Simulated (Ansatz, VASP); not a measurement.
One calculation of I, two programs

```xyz
2
Lattice="0.0000 4.3000 5.4477 2.2175 0.0000 5.4477 2.2175 4.3000 0.0000" Properties=species:S:1:pos:R:3 pbc="T T T"
I     2.2175    4.3000    4.0476
I     2.2175    4.3000    6.8477
```

Alike in both runs: task relaxation of cell and atoms; functional PBE; k mesh 10 × 10 × 10; occupations gaussian, width 0.01 eV; no spin polarisation.

```csv
,VASP,Ansatz
version,VASP 6.6.1,Ansatz 0.2.0
potentials or method,"VASP PAW PBE potentials, release 64 (I), cutoff 600 eV","scalar-relativistic, plane waves, PAW"
valence electrons in the cell,14,34
```

|  | VASP | Ansatz | Ansatz less VASP |
| --- | --- | --- | --- |
| gap on the k mesh at the Fermi level, each at its own relaxed structure (eV) | 0.20 | 0.21 | +0.010 |
| relaxed volume (Å³/atom) | 55.08 | 55.28 | +0.199 |
| relaxed length of the cell vector where the two differ most in proportion (Å) | 5.132 | 5.144 | +0.0118 |

VASP's potentials hold 14 valence electrons a cell and Ansatz's 34, so a difference there can come from the potentials and not from the codes.

Neither program's run includes spin-orbit coupling.
